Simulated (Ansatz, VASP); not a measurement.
# TaN: VASP beside Ansatz

```
CELL_PARAMETERS angstrom
3.16923 0.00000 0.00000
-1.58461 2.73956 -0.00156
0.00000 -0.00291 5.27656
ATOMIC_POSITIONS crystal
Ta 0.35160 0.70319 0.03692
Ta 0.66502 0.33004 0.45875
N 0.32117 0.64234 0.39150
N 0.66221 0.32443 0.88282
```

Alike in both runs: task single point; functional PBE; k mesh 14 × 14 × 8; occupations gaussian, width 0.1 eV; no spin polarisation.

|  | VASP | Ansatz |
| --- | --- | --- |
| version | VASP 6.6.1 | Ansatz 0.2.0 |
| potentials or method | VASP PAW PBE potentials, release 64 (Ta_pv, N), cutoff 520 eV | scalar-relativistic, plane waves, PAW |
| valence electrons in the cell | 32 | 36 |

```tsv
	VASP	Ansatz	Ansatz less VASP
gap on the k mesh at the Fermi level (eV)	none	none	-
pressure (GPa)	70.3	68.4	-1.83
traceless stress, the component that is largest in VASP (GPa)	-10.92	-10.52	+0.395
rms of the force components (eV/Å)	2.338	2.289	-0.0494
```

Atom by atom the forces differ by 0.050 eV/Å (rms over components). A gap of «none» marks a metal or a gap that the smearing closes. Both programs put the cell under a high pressure, so it lies far from rest at this level. VASP's potentials hold 32 valence electrons a cell and Ansatz's 36, so a difference there can come from the potentials and not from the codes.

Spin-orbit coupling is off throughout. Noted on VASP's run: the cell as given lies far from equilibrium.
